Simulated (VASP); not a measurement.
# Ge5Mo (P4/mmm) in VASP: further runs

Ge5Mo is run at these levels: PBE; tasks: relaxation of cell and atoms, single point.

All numbers are computed with VASP 6.6.1; they aren't measurements. Logs are shortened: lines on timing, memory, paths and dates and some standing lists are left out, and cuts for length are marked.

## 1. The cell of the first run

The structure is tetragonal, space group P4/mmm (No. 123). The conventional cell has a = 3.060 Å, b = 3.060 Å, c = 12.963 Å, α = 90.00°, β = 90.00°, γ = 90.00°. Ge (site symmetry 4mm) has 12 Ge at 2.98 to 3.06 Å within 3.9 Å. Ge (site symmetry 4mm) has 8 Ge at 2.98 to 3.06 Å and 4 Mo at 3.14 Å within 3.9 Å. Within 4.0 Å of Ge (site symmetry 4/mmm) lie 12 Ge at 3.05 to 3.06 Å. Within 4.0 Å of Mo (site symmetry 4/mmm) lie 4 Mo at 3.06 Å and 8 Ge at 3.14 Å.

## 2. Relaxation of cell and atoms, PBE

File INCAR:

```
PREC     = Accurate       # precision mode
ENCUT    = 600            # plane-wave cutoff, eV
EDIFF    = 1E-6           # SCF threshold, eV
ISMEAR   = 0              # smearing method
SIGMA    = 0.1            # smearing width, eV
LREAL    = False          # projectors in reciprocal space
LASPH    = True           # aspherical terms in the spheres
NELM     = 60             # most SCF steps
ALGO     = Normal         # electronic algorithm
ISIF     = 3              # what is computed and relaxed
LWAVE    = False          # write WAVECAR
LCHARG   = False          # write CHGCAR
GGA      = PE             # functional
IBRION   = 2              # ionic algorithm
NSW      = 90             # ionic steps
EDIFFG   = -0.04          # ionic threshold
```

File KPOINTS:

```
Automatic mesh
0
Gamma
  6 6 2
```

File POSCAR:

```
Ge5Mo
1.0
    3.0601962200      0.0000000000      0.0000000000
    0.0000000000      3.0601962200      0.0000000000
    0.0000000000      0.0000000000     12.9628926600
Ge Mo
5 1
Direct
    0.5000000000      0.5000000000      0.3344822800
    0.5000000000      0.5000000000      0.6655177200
    0.0000000000      0.0000000000      0.1759868000
    0.0000000000      0.0000000000      0.8240132000
    0.0000000000      0.0000000000      0.5000000000
    0.5000000000      0.5000000000      0.0000000000
```

Potentials or basis: VASP PAW PBE potentials, release 64 (Ge_d, Mo_sv).

Started as:

```bash
cat potpaw_PBE.64/Ge_d/POTCAR potpaw_PBE.64/Mo_sv/POTCAR > POTCAR
mpirun -np 1 vasp_std > vasp.out
```

OUTCAR:

```text
PREC = Accurate
   ENCUT = 600
   EDIFF = 1E-6
   ISMEAR = 0
   LREAL = False
   LASPH = True
   NELM = 60
   ISIF = 3
   GGA = PE
   IBRION = 2
   NSW = 90
   EDIFFG = -0.04

 ion  position               nearest neighbor table
   1  0.500  0.500  0.334-
   2  0.500  0.500  0.666-
   3  0.000  0.000  0.176-   6 3.14   6 3.14   6 3.14   6 3.14
   4  0.000  0.000  0.824-   6 3.14   6 3.14   6 3.14   6 3.14
   5  0.000  0.000  0.500-
   6  0.500  0.500  0.000-   3 3.14   4 3.14   3 3.14   4 3.14   3 3.14   4 3.14   3 3.14   4 3.14

  LATTYP: Found a simple tetragonal cell.
 ALAT       =     3.0601962200
 C/A-ratio  =     4.2359678034

  Lattice vectors:

 A1 = (   3.0601962200,   0.0000000000,   0.0000000000)
 A2 = (   0.0000000000,   3.0601962200,   0.0000000000)
 A3 = (   0.0000000000,   0.0000000000,  12.9628926600)

Analysis of symmetry for initial positions (statically):
=====================================================================
 Subroutine PRICEL returns:
 Original cell was already a primitive cell.

 Routine SETGRP: Setting up the symmetry group for a
 simple tetragonal supercell.

 Subroutine GETGRP returns: Found 16 space group operations
 (whereof 16 operations were pure point group operations)
 out of a pool of 16 trial point group operations.

The static configuration has the point symmetry D_4h.

Analysis of symmetry for dynamics (positions and initial velocities):
=====================================================================
 Subroutine PRICEL returns:
 Original cell was already a primitive cell.

 Routine SETGRP: Setting up the symmetry group for a
 simple tetragonal supercell.

 Subroutine GETGRP returns: Found 16 space group operations
 (whereof 16 operations were pure point group operations)
 out of a pool of 16 trial point group operations.

The dynamic configuration has the point symmetry D_4h.

 Subroutine INISYM returns: Found 16 space group operations
 (whereof 16 operations are pure point group operations),
 and found     1 'primitive' translations

----------------------------------------------------------------------------------------

                                     Primitive cell

  volume of cell :     121.3949

  direct lattice vectors                    reciprocal lattice vectors
     3.060196220  0.000000000  0.000000000     0.326776431  0.000000000  0.000000000
     0.000000000  3.060196220  0.000000000     0.000000000  0.326776431  0.000000000
     0.000000000  0.000000000 12.962892660     0.000000000  0.000000000  0.077143276

  length of vectors
     3.060196220  3.060196220 12.962892660     0.326776431  0.326776431  0.077143276

  position of ions in fractional coordinates (direct lattice)
     0.500000000  0.500000000  0.334482280
     0.500000000  0.500000000  0.665517720
     0.000000000  0.000000000  0.175986800
     0.000000000  0.000000000  0.824013200
     0.000000000  0.000000000  0.500000000
     0.500000000  0.500000000  0.000000000

  ion indices of the primitive-cell ions
   primitive index   ion index
                 1           1
                 2           2
                 3           3
                 4           4
                 5           5
                 6           6

----------------------------------------------------------------------------------------

 KPOINTS: Automatic mesh

Automatic generation of k-mesh.
 Grid dimensions read from file:
 generate k-points for:    6    6    2

 Generating k-lattice:

  Cartesian coordinates                     Fractional coordinates (reciprocal lattice)
     0.054462739  0.000000000  0.000000000     0.166666667  0.000000000  0.000000000
     0.000000000  0.054462739  0.000000000     0.000000000  0.166666667  0.000000000
     0.000000000  0.000000000  0.038571638     0.000000000  0.000000000  0.500000000

  Length of vectors
     0.054462739  0.054462739  0.038571638

  Shift w.r.t. Gamma in fractional coordinates (k-lattice)
     0.000000000  0.000000000  0.000000000

 Subroutine IBZKPT returns following result:
 ===========================================

 Found     20 irreducible k-points:

 Following reciprocal coordinates:
            Coordinates               Weight
  0.000000  0.000000  0.000000      1.000000
  0.166667  0.000000  0.000000      4.000000
  0.333333  0.000000  0.000000      4.000000
  0.500000  0.000000  0.000000      2.000000
  0.166667  0.166667  0.000000      4.000000
  0.333333  0.166667  0.000000      8.000000
[... 12 lines left out ...]
  0.500000  0.333333  0.500000      4.000000
  0.500000  0.500000  0.500000      1.000000
   k-points           NKPTS =     20   k-points in BZ     NKDIM =     20   number of bands    NBANDS=     50
   number of dos      NEDOS =    301   number of ions     NIONS =      6
   total plane-waves  NPLWV =  62208
   dimension x,y,z NGX =    24 NGY =   24 NGZ =  108
   dimension x,y,z NGXF=    48 NGYF=   48 NGZF=  216
   ions per type =               5   1
   NGX,Y,Z   is equivalent  to a cutoff of  13.04, 13.04, 13.85 a.u.
   NGXF,Y,Z  is equivalent  to a cutoff of  26.08, 26.08, 27.70 a.u.
 SYSTEM =  unknown system
   PREC   = accura    normal or accurate (medium, high low for compatibility)
   ISTART =      0    job   : 0-new  1-cont  2-samecut
   ICHARG =      2    charge: 1-file 2-atom 10-const
   ISPIN  =      1    spin polarized calculation?
   LNONCOLLINEAR =      F non collinear calculations
   LSORBIT =      F    spin-orbit coupling
   LASPH  =      T    aspherical Exc in radial PAW
   ENCUT  =  600.0 eV  44.10 Ry    6.64 a.u.   6.11  6.11 25.89*2*pi/ulx,y,z
   NELM   =     60;   NELMIN=  2; NELMDL= -5     # of ELM steps
   EDIFF  = 0.1E-05   stopping-criterion for ELM
   LREAL  =      F    real-space projection
   EDIFFG = -.4E-01   stopping-criterion for IOM
   NSW    =     90    number of steps for IOM
   IBRION =      2    ionic relax: 0-MD 1-quasi-New 2-CG
   NFREE  =      1    steps in history (QN), initial steepest desc. (CG)
   ISIF   =      3    stress and relaxation
   ISYM   =      2    0-nonsym 1-usesym 2-fastsym
   POTIM  = 0.5000    time-step for ionic-motion
   TEBEG  =    0.0;   TEEND  =   0.0 temperature during run
   PSTRESS=    0.0 pullay stress
   NELECT =      84.0000    total number of electrons
   NUPDOWN=      -1.0000    fix difference up-down
   EMIN   =  10.00;   EMAX   =-10.00  energy-range for DOS
   EFERMI =   0.00;   METHOD = LEGACY
   ISMEAR =     0;   SIGMA  =   0.10  broadening in eV -4-tet -1-fermi 0-gaus
   EFERMI_NEDOS =   21; number of points for ismear=-14 and -15
   IALGO  =     38    algorithm
   IMIX   =      4    mixing-type and parameters
     AMIX     =   0.40;   BMIX     =  1.00
     AMIX_MAG =   1.60;   BMIX_MAG =  1.00
  volume/ion in A,a.u.               =      20.23       136.54
  Fermi-wavevector in a.u.,A,eV,Ry     =   1.447997  2.736318 28.527286  2.096696
  Thomas-Fermi vector in A             =   2.565888
   LORBIT       =      0    0 simple, 1 ext, 2 COOP (PROOUT), +10 PAW based schemes
   GGA     = PE    functional components
   LHFCALC =     F    Hartree Fock is set to
   AEXX    =    0.0000 exact exchange contribution
   IVDW    =     0    specifies the selected vdW correction
   LEPSILON=     F    determine dielectric tensor
   LRPA    =     F    only Hartree local field effects (RPA)
 conjugate gradient relaxation of ions
 non-spin polarized calculation
 Gauss-broadening in eV      SIGMA  =   0.10
  energy-cutoff  :      600.00
  volume of cell :      121.39
 maximum number of plane-waves:      4112
   NGX = 13   NGY = 13   NGZ = 51

--------------------------------------- Ionic step        1  -------------------------------------------

 number of electron      83.9999965 magnetization

 Free energy of the ion-electron system (eV)
  ---------------------------------------------------
  ext. energy  EPLUGINS =         0.00000000
  ---------------------------------------------------
  free energy    TOTEN  =       -30.13196076 eV

  energy without entropy =      -30.09568389  energy(sigma->0) =      -30.11382233

------------------------ aborting loop because EDIFF is reached ----------------------------------------

  FORCE on cell =-STRESS in cart. coord.  units (eV):
  Direction    XX          YY          ZZ          XY          YZ          ZX
  --------------------------------------------------------------------------------------
  -------------------------------------------------------------------------------------
  Total       -5.9407192     -5.9407192     -7.6053726      0.0000000     -0.0000000      0.0000000
  in kB      -78.4059710    -78.4059710   -100.3761665      0.0000000     -0.0000000      0.0000000
  external PRESSURE =     -85.7293695 kB  Pullay stress =       0.0000000 kB
[... 101 lines left out ...]
  FREE ENERGIE OF THE ION-ELECTRON SYSTEM (eV)
  ---------------------------------------------------
  free  energy   TOTEN  =       -30.8150618390 eV

  energy  without entropy=      -30.7918157457  energy(sigma->0) =      -30.80343879

[... ionic steps 4 to 15 ...]

--------------------------------------- Ionic step       16  -------------------------------------------

 number of electron      84.0000077 magnetization

------------------------ aborting loop because EDIFF is reached ----------------------------------------

  FORCE on cell =-STRESS in cart. coord.  units (eV):
  Direction    XX          YY          ZZ          XY          YZ          ZX
  --------------------------------------------------------------------------------------
  -------------------------------------------------------------------------------------
  Total       -0.0351319     -0.0351319     -0.1703821      0.0000000      0.0000000      0.0000000
  in kB       -0.5157043     -0.5157043     -2.5010519      0.0000000      0.0000000      0.0000000
  external PRESSURE =      -1.1774868 kB  Pullay stress =       0.0000000 kB
[... 65 lines left out ...]
  energy  without entropy=      -31.6502947311  energy(sigma->0) =      -31.65800880

--------------------------------------- Ionic step       18  -------------------------------------------

 number of electron      84.0000085 magnetization

 Free energy of the ion-electron system (eV)
  ---------------------------------------------------
  ext. energy  EPLUGINS =         0.00000000
  ---------------------------------------------------
  free energy    TOTEN  =       -31.66636660 eV

  energy without entropy =      -31.64969191  energy(sigma->0) =      -31.65802926

 E-fermi :   7.4827     XC(G=0): -11.6065

 val. band max:        7.4714580717   @ k =   0.3333   0.1667   0.5000
 cond. band min:       7.5493973037   @ k =   0.1667   0.1667   0.5000
 fundamental gap:      0.0779392319
 Fermi energy:         7.4826965118

 k-point     1 :       0.0000    0.0000    0.0000
  band No.  band energies     occupation
      1     -53.1878      2.00000
      2     -27.3710      2.00000
      3     -27.1681      2.00000
      4     -27.1681      2.00000
      5     -17.2986      2.00000
      6     -17.2694      2.00000
[... 1082 lines left out ...]
  FREE ENERGIE OF THE ION-ELECTRON SYSTEM (eV)
  ---------------------------------------------------
  free  energy   TOTEN  =       -31.6663666015 eV

  energy  without entropy=      -31.6496919128  energy(sigma->0) =      -31.65802926

 reached required accuracy - stopping structural energy minimisation
```

Run time: 27 min. Hardware: 1 thread of Intel Xeon 6975P-C, shared host; peak memory 0.32 GiB.

Results:

- Free energy: -31.6664 eV
- Relaxed volume: 18.24 Å³/atom
- Relaxed cell: a = 3.132 Å, b = 3.132 Å, c = 11.154 Å, α = 90.00°, β = 90.00°, γ = 90.00°
- Space group after relaxing (to 0.05 Å): P4/mmm (No. 123)
- Energy gained by relaxing: 255.7 meV/atom
- Ionic steps: 18
- Pressure after relaxing: 0.0 GPa
- Largest force after relaxing: 0.025 eV/Å
- Band gap on the k mesh: zero (band 42 reaches 9.70 eV, above the bottom of band 43 at 5.86 eV)

Forces in eV/Å, atoms in the order of the input:
```
Ge   0.000  0.000  0.019
Ge   0.000  0.000 -0.019
Ge   0.000  0.000  0.025
Ge   0.000  0.000 -0.025
Ge   0.000  0.000  0.000
Mo   0.000  0.000  0.000
```

Stress tensor (GPa, compression positive):
```
 0.15  0.00  0.00
 0.00  0.15  0.00
 0.00  0.00 -0.31
```

Step by step:
```csv
step,energy change (eV),largest force (eV/Å),pressure (GPa),volume (Å³)
1,0.0000,1.5104,-8.57,121.39
2,-0.6830,1.4404,2.59,103.34
3,-0.6831,1.4425,2.45,103.48
4,-0.9677,1.0193,3.29,102.82
5,-1.2259,0.4940,6.92,101.27
6,-1.4264,0.4104,-0.65,109.27
7,-1.4282,0.4025,-1.29,110.17
8,-1.4617,0.3703,-0.99,110.34
9,-1.4876,0.3229,-0.49,110.60
10,-1.4885,0.3148,-0.36,110.66
11,-1.5022,0.2796,-0.02,109.96
12,-1.5222,0.1473,1.20,107.90
13,-1.5302,0.0845,0.43,108.66
14,-1.5314,0.0902,0.04,109.03
15,-1.5314,0.1018,-0.07,109.11
16,-1.5322,0.0883,-0.12,109.15
17,-1.5338,0.0516,-0.09,109.24
18,-1.5344,0.0252,0.00,109.41
```

Final structure:
```xyz
6
Lattice="3.1320 0.0000 0.0000 0.0000 3.1320 0.0000 0.0000 0.0000 11.1539" Properties=species:S:1:pos:R:3 pbc="T T T"
Ge    1.5660    1.5660    3.5600
Ge    1.5660    1.5660    7.5939
Ge    0.0000    3.1320    1.5088
Ge    0.0000    0.0000    9.6452
Ge    0.0000    0.0000    5.5770
Mo    1.5660    1.5660   11.1539
```

Levels at points of the mesh, in eV from the Fermi level:
| k point | band 38 | band 39 | band 40 | band 41 | band 42 | band 43 | band 44 | band 45 | band 46 | band 47 |
| --- | --- | --- | --- | --- | --- | --- | --- | --- | --- | --- |
| (0.00, 0.00, 0.00) | -0.67 | -0.67 | 1.09 | 1.28 | 1.89 | 1.89 | 3.46 | 3.46 | 3.67 | 3.67 |
| (0.50, 0.00, 0.00) | -3.18 | -3.12 | -1.19 | -0.89 | -0.23 | 0.50 | 2.00 | 2.43 | 2.84 | 4.32 |
| (0.50, 0.50, 0.00) | -4.10 | -2.41 | -2.41 | -1.78 | -1.62 | -1.62 | -1.21 | 0.28 | 1.27 | 1.47 |
| (0.00, 0.00, 0.50) | -0.67 | -0.52 | 1.06 | 1.28 | 2.22 | 2.22 | 2.47 | 2.47 | 2.54 | 5.06 |
| (0.50, 0.00, 0.50) | -2.62 | -1.91 | -1.19 | -0.83 | -0.73 | 0.50 | 1.49 | 1.90 | 3.27 | 5.29 |
| (0.50, 0.50, 0.50) | -3.45 | -3.38 | -3.38 | -2.05 | -0.73 | -0.73 | -0.73 | -0.15 | 0.73 | 0.73 |

[end of part 1 of 2]
